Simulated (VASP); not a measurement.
# Re in VASP: single point with PBEsol

Aim: the single point of Re with PBEsol.

Everything below comes from runs of VASP 6.6.1. Logs are shortened: lines on timing, memory, paths and dates and some standing lists are left out, and cuts for length are marked.

### 1 The cell of the first run

The cell holds a slab with vacuum, 5 atoms: a = 2.793 Å, b = 2.793 Å, c = 23.122 Å, α = 90.00°, β = 90.00°, γ = 60.00°.

### 2 Single point, PBEsol

Contents of INCAR:

```
SYSTEM = Re
PREC = Accurate ; ENCUT = 520
EDIFF = 1E-6 ; ISMEAR = 1
SIGMA = 0.1 ; LREAL = .FALSE.
LASPH = .TRUE. ; NELM = 120
ALGO = Normal ; ISIF = 2
LWAVE = .FALSE. ; LCHARG = .TRUE.
LDIPOL = .TRUE. ; IDIPOL = 3
DIPOL = 0.5 0.5 0.500 ; GGA = PS
LELF = .TRUE. ; LVHAR = .TRUE.
LVACPOTAV = .TRUE. ; NBANDS = 26
GGA_COMPAT = .FALSE. ; NELMDL = -8
```

Contents of KPOINTS:

```
Automatic mesh
0
G
  7 7 1
  0 0 0
```

Contents of POSCAR:

```
Re
1.0
    2.7930720000      0.0000000000      0.0000000000
    1.3965360000      2.4188713066      0.0000000000
    0.0000000000      0.0000000000     23.1221349531
Re
5
Direct
    0.0000000000      0.0000000000      0.3027402104
    0.3333333333      0.3333333333      0.4013701052
    0.6666666667      0.6666666667      0.5000000000
    0.0000000000      1.0000000000      0.5986298948
    0.3333333333      0.3333333333      0.6972597896
```

Potentials or basis: VASP PAW PBE potentials, release 64 (Re).

On the command line:

```sh
$ cat potpaw_PBE.64/Re/POTCAR > POTCAR
$ mpirun -np 1 vasp_std > vasp.out
```

OUTCAR:

```text
SYSTEM = Re
   PREC = Accurate
   ENCUT = 520
   EDIFF = 1E-6
   ISMEAR = 1
   LREAL = .FALSE.
   LASPH = .TRUE.
   NELM = 120
   ISIF = 2
   GGA = PS
   NELMDL = -8

 ion  position               nearest neighbor table
   1  0.000  0.000  0.303-   2 2.79   2 2.79   2 2.79
   2  0.333  0.333  0.401-   1 2.79   3 2.79   3 2.79   1 2.79   1 2.79   3 2.79
   3  0.667  0.667  0.500-   2 2.79   4 2.79   2 2.79   4 2.79   4 2.79   2 2.79
   4  0.000  0.000  0.599-   3 2.79   5 2.79   3 2.79   5 2.79   5 2.79   3 2.79
   5  0.333  0.333  0.697-   4 2.79   4 2.79   4 2.79

  LATTYP: Found a hexagonal cell.
 ALAT       =     2.7930720000
 C/A-ratio  =     8.2783884386

  Lattice vectors:

 A1 = (  -1.3965360000,  -2.4188713066,   0.0000000000)
 A2 = (   2.7930720000,   0.0000000000,   0.0000000000)
 A3 = (   0.0000000000,   0.0000000000,  23.1221349531)

Analysis of symmetry for initial positions (statically):
=====================================================================
 Subroutine PRICEL returns:
 Original cell was already a primitive cell.

 Routine SETGRP: Setting up the symmetry group for a
 hexagonal supercell.

 Subroutine GETGRP returns: Found 12 space group operations
 (whereof  6 operations were pure point group operations)
 out of a pool of 24 trial point group operations.

The static configuration has the point symmetry C_3v.
 The point group associated with its full space group is D_3d.

Analysis of symmetry for dynamics (positions and initial velocities):
=====================================================================
 Subroutine PRICEL returns:
 Original cell was already a primitive cell.

 Routine SETGRP: Setting up the symmetry group for a
 hexagonal supercell.

 Subroutine GETGRP returns: Found 12 space group operations
 (whereof  6 operations were pure point group operations)
 out of a pool of 24 trial point group operations.

The dynamic configuration has the point symmetry C_3v.
 The point group associated with its full space group is D_3d.

 Subroutine INISYM returns: Found 12 space group operations
 (whereof  6 operations are pure point group operations),
 and found     1 'primitive' translations

----------------------------------------------------------------------------------------

                                     Primitive cell

  volume of cell :     156.2150

  direct lattice vectors                    reciprocal lattice vectors
     2.793072000  0.000000000  0.000000000     0.358028722 -0.206707979  0.000000000
     1.396536000  2.418871307  0.000000000     0.000000000  0.413415959  0.000000000
     0.000000000  0.000000000 23.122134953     0.000000000  0.000000000  0.043248601

  length of vectors
     2.793072000  2.793072000 23.122134953     0.413415959  0.413415959  0.043248601

  position of ions in fractional coordinates (direct lattice)
     0.000000000  0.000000000  0.302740210
     0.333333333  0.333333333  0.401370105
     0.666666667  0.666666667  0.500000000
     0.000000000  0.000000000  0.598629895
     0.333333333  0.333333333  0.697259790

  ion indices of the primitive-cell ions
   primitive index   ion index
                 1           1
                 2           2
                 3           3
                 4           4
                 5           5

----------------------------------------------------------------------------------------

 KPOINTS: Automatic mesh

Automatic generation of k-mesh.
 Grid dimensions read from file:
 generate k-points for:    7    7    1

 Generating k-lattice:

  Cartesian coordinates                     Fractional coordinates (reciprocal lattice)
     0.051146960 -0.029529711  0.000000000     0.142857143  0.000000000  0.000000000
     0.000000000  0.059059423  0.000000000     0.000000000  0.142857143  0.000000000
     0.000000000  0.000000000  0.043248601     0.000000000  0.000000000  1.000000000

  Length of vectors
     0.059059423  0.059059423  0.043248601

  Shift w.r.t. Gamma in fractional coordinates (k-lattice)
     0.000000000  0.000000000  0.000000000

 Subroutine IBZKPT returns following result:
 ===========================================

 Found      8 irreducible k-points:

 Following reciprocal coordinates:
            Coordinates               Weight
  0.000000  0.000000  0.000000      1.000000
  0.142857  0.000000  0.000000      6.000000
  0.285714  0.000000  0.000000      6.000000
  0.428571  0.000000  0.000000      6.000000
  0.285714  0.142857  0.000000      6.000000
  0.428571  0.142857  0.000000     12.000000
 -0.428571  0.142857  0.000000      6.000000
 -0.428571  0.285714  0.000000      6.000000
   k-points           NKPTS =      8   k-points in BZ     NKDIM =      8   number of bands    NBANDS=     26
   number of dos      NEDOS =    301   number of ions     NIONS =      5
   total plane-waves  NPLWV = 103680
   dimension x,y,z NGX =    24 NGY =   24 NGZ =  180
   dimension x,y,z NGXF=    48 NGYF=   48 NGZF=  360
   ions per type =               5
   NGX,Y,Z   is equivalent  to a cutoff of  14.28, 14.28, 12.94 a.u.
   NGXF,Y,Z  is equivalent  to a cutoff of  28.57, 28.57, 25.88 a.u.
 SYSTEM =  Re
   PREC   = accura    normal or accurate (medium, high low for compatibility)
   ISTART =      0    job   : 0-new  1-cont  2-samecut
   ICHARG =      2    charge: 1-file 2-atom 10-const
   ISPIN  =      1    spin polarized calculation?
   LNONCOLLINEAR =      F non collinear calculations
   LSORBIT =      F    spin-orbit coupling
   LASPH  =      T    aspherical Exc in radial PAW
   ENCUT  =  520.0 eV  38.22 Ry    6.18 a.u.   5.19  5.19 42.99*2*pi/ulx,y,z
   NELM   =    120;   NELMIN=  2; NELMDL= -8     # of ELM steps
   EDIFF  = 0.1E-05   stopping-criterion for ELM
   LREAL  =      F    real-space projection
   EDIFFG = 0.1E-04   stopping-criterion for IOM
   NSW    =      0    number of steps for IOM
   IBRION =     -1    ionic relax: 0-MD 1-quasi-New 2-CG
   NFREE  =      0    steps in history (QN), initial steepest desc. (CG)
   ISIF   =      2    stress and relaxation
   ISYM   =      2    0-nonsym 1-usesym 2-fastsym
   POTIM  = 0.5000    time-step for ionic-motion
   TEBEG  =    0.0;   TEEND  =   0.0 temperature during run
   PSTRESS=    0.0 pullay stress
   NELECT =      35.0000    total number of electrons
   NUPDOWN=      -1.0000    fix difference up-down
   EMIN   =  10.00;   EMAX   =-10.00  energy-range for DOS
   EFERMI =   0.00;   METHOD = LEGACY
   ISMEAR =     1;   SIGMA  =   0.10  broadening in eV -4-tet -1-fermi 0-gaus
   EFERMI_NEDOS =   21; number of points for ismear=-14 and -15
   IALGO  =     38    algorithm
   IMIX   =      4    mixing-type and parameters
     AMIX     =   0.40;   BMIX     =  1.00
     AMIX_MAG =   1.60;   BMIX_MAG =  1.00
  volume/ion in A,a.u.               =      31.24       210.84
  Fermi-wavevector in a.u.,A,eV,Ry     =   0.994313  1.878980 13.451521  0.988659
  Thomas-Fermi vector in A             =   2.126256
   LORBIT       =      0    0 simple, 1 ext, 2 COOP (PROOUT), +10 PAW based schemes
   GGA     = PS    functional components
   LHFCALC =     F    Hartree Fock is set to
   AEXX    =    0.0000 exact exchange contribution
   IVDW    =     0    specifies the selected vdW correction
   LEPSILON=     F    determine dielectric tensor
   LRPA    =     F    only Hartree local field effects (RPA)
 non-spin polarized calculation
 Methfessel and Paxton  Order N= 1 SIGMA  =   0.10
  energy-cutoff  :      520.00
  volume of cell :      156.22
 maximum number of plane-waves:      4241
 NGX is ok and might be reduce to    24
   NGX = 11   NGY = 11   NGZ = 85

 dipolmoment           0.000000      0.000000     -0.000000 electrons x Angstroem

 number of electron      34.9999999 magnetization

 dipolmoment           0.000000      0.000000      0.000000 electrons x Angstroem

 Free energy of the ion-electron system (eV)
  ---------------------------------------------------
  ext. energy  EPLUGINS =         0.00000000
  ---------------------------------------------------
  free energy    TOTEN  =       -63.60023311 eV

  energy without entropy =      -63.59248126  energy(sigma->0) =      -63.59764916

 E-fermi :   1.2279     XC(G=0):  -7.5888

 val. band max:        1.1858055864   @ k =   0.2857   0.1429   0.0000
 cond. band min:       1.2612399276   @ k =   0.4286   0.1429   0.0000
 fundamental gap:      0.0754343413
 Fermi energy:         1.2279335993

 k-point     1 :       0.0000    0.0000    0.0000
  band No.  band energies     occupation
      1      -8.4248      2.00000
      2      -7.4417      2.00000
      3      -6.2189      2.00000
      4      -5.5058      2.00000
      5      -5.4394      2.00000
      6      -1.3525      2.00000
[... 18 lines left out ...]
     25       2.1544     -0.00000
     26       2.6160     -0.00000

 k-point     2 :       0.1429    0.0000    0.0000
  band No.  band energies     occupation
      1      -7.6677      2.00000
      2      -6.7187      2.00000
      3      -5.4942      2.00000
      4      -4.7448      2.00000
      5      -4.6755      2.00000
      6      -2.0501      2.00000
[... 18 lines left out ...]
     25       2.2464     -0.00000
     26       2.7420     -0.00000

 k-point     3 :       0.2857    0.0000    0.0000
  band No.  band energies     occupation
      1      -5.9757      2.00000
      2      -5.3252      2.00000
      3      -4.5697      2.00000
      4      -3.9585      2.00000
      5      -3.4937      2.00000
      6      -3.3364      2.00000
[... 18 lines left out ...]
     25       2.8491     -0.00000
     26       3.1667     -0.00000

 k-point     4 :       0.4286    0.0000    0.0000
  band No.  band energies     occupation
      1      -5.2264      2.00000
      2      -5.0515      2.00000
      3      -4.6336      2.00000
      4      -4.2571      2.00000
      5      -4.1430      2.00000
      6      -3.8313      2.00000
[... 18 lines left out ...]
     25       4.6597      0.00000
     26       4.7087      0.00000

 k-point     5 :       0.2857    0.1429    0.0000
  band No.  band energies     occupation
      1      -6.3613      2.00000
      2      -5.5606      2.00000
      3      -4.4578      2.00000
      4      -3.6059      2.00000
      5      -3.4878      2.00000
      6      -2.5936      2.00000
[... 18 lines left out ...]
     25       2.8416     -0.00000
     26       2.9899     -0.00000

 k-point     6 :       0.4286    0.1429    0.0000
  band No.  band energies     occupation
      1      -4.8371      2.00000
      2      -4.5075      2.00000
      3      -4.1865      2.00000
      4      -3.7119      2.00000
      5      -3.4691      2.00000
      6      -3.0733      2.00000
[... 18 lines left out ...]
     25       4.6387      0.00000
     26       4.7613      0.00000

 k-point     7 :      -0.4286    0.1429    0.0000
  band No.  band energies     occupation
      1      -4.6883      2.00000
      2      -4.6292      2.00000
      3      -4.0324      2.00000
      4      -3.8890      2.00000
      5      -3.7520      2.00000
      6      -3.2341      2.00000
[... 18 lines left out ...]
     25       4.7704      0.00000
     26       6.3043      0.00000

 k-point     8 :      -0.4286    0.2857    0.0000
  band No.  band energies     occupation
      1      -3.8285      2.00000
      2      -3.8202      2.00000
      3      -3.4400      2.00000
      4      -3.3277      2.00000
      5      -2.8090      2.00000
      6      -2.6961      2.00000
[... 18 lines left out ...]
     25       4.6339      0.00000
     26       7.1163      0.00000

------------------------ aborting loop because EDIFF is reached ----------------------------------------

  FORCE on cell =-STRESS in cart. coord.  units (eV):
  Direction    XX          YY          ZZ          XY          YZ          ZX
  --------------------------------------------------------------------------------------
  -------------------------------------------------------------------------------------
  Total      -14.3949896    -14.3949896    -11.6912552      0.0000000      0.0000000      0.0000000
  in kB     -147.6383265   -147.6383265   -119.9082036      0.0000000      0.0000000      0.0000000
  external PRESSURE =    -138.3949522 kB  Pullay stress =       0.0000000 kB

 VOLUME and BASIS-vectors are now :
 -----------------------------------------------------------------------------
  energy-cutoff  :      520.00
  volume of cell :      156.22
      direct lattice vectors                 reciprocal lattice vectors
     2.793072000  0.000000000  0.000000000     0.358028722 -0.206707979  0.000000000
     1.396536000  2.418871307  0.000000000     0.000000000  0.413415959  0.000000000
     0.000000000  0.000000000 23.122134953     0.000000000  0.000000000  0.043248601

 POSITION                                       TOTAL-FORCE (eV/Angst)
 -----------------------------------------------------------------------------------
      0.00000      0.00000      7.00000         0.000000     -0.000000      1.894181
      1.39654      0.80629      9.28053         0.000000      0.000000     -1.242047
      2.79307      1.61258     11.56107        -0.000000      0.000000     -0.000000
      0.00000      0.00000     13.84160        -0.000000     -0.000000      1.242047
      1.39654      0.80629     16.12213        -0.000000     -0.000000     -1.894181
 -----------------------------------------------------------------------------------
    total drift:                                0.000000      0.000000      0.000000

  FREE ENERGIE OF THE ION-ELECTRON SYSTEM (eV)
  ---------------------------------------------------
  free  energy   TOTEN  =       -63.6002331072 eV

  energy  without entropy=      -63.5924812593  energy(sigma->0) =      -63.59764916

 vacuum level on the upper side and lower side of the slab         6.322         6.322
```

Wall time 94 s (1 thread of Intel Xeon Platinum 8488C (Sapphire Rapids), shared host); peak memory 0.29 GiB.

Results:

- Free energy: -63.6002 eV
- Largest force: 1.894 eV/Å
- Band gap on the k mesh: zero (an odd number of electrons rules out a gap without spin polarisation)

Forces in eV/Å, atoms in the order of the input:
```
Re   0.000  0.000  1.894
Re   0.000  0.000 -1.242
Re   0.000  0.000  0.000
Re   0.000  0.000  1.242
Re   0.000  0.000 -1.894
```

Caveat: the k points lie up to 0.37 Å⁻¹ apart, too coarse for converged energies and pressures of a metal; the PAW data sets were made with another functional, which shifts forces and pressure a little; spin-orbit coupling is left out, which moves the levels of the heavy elements.
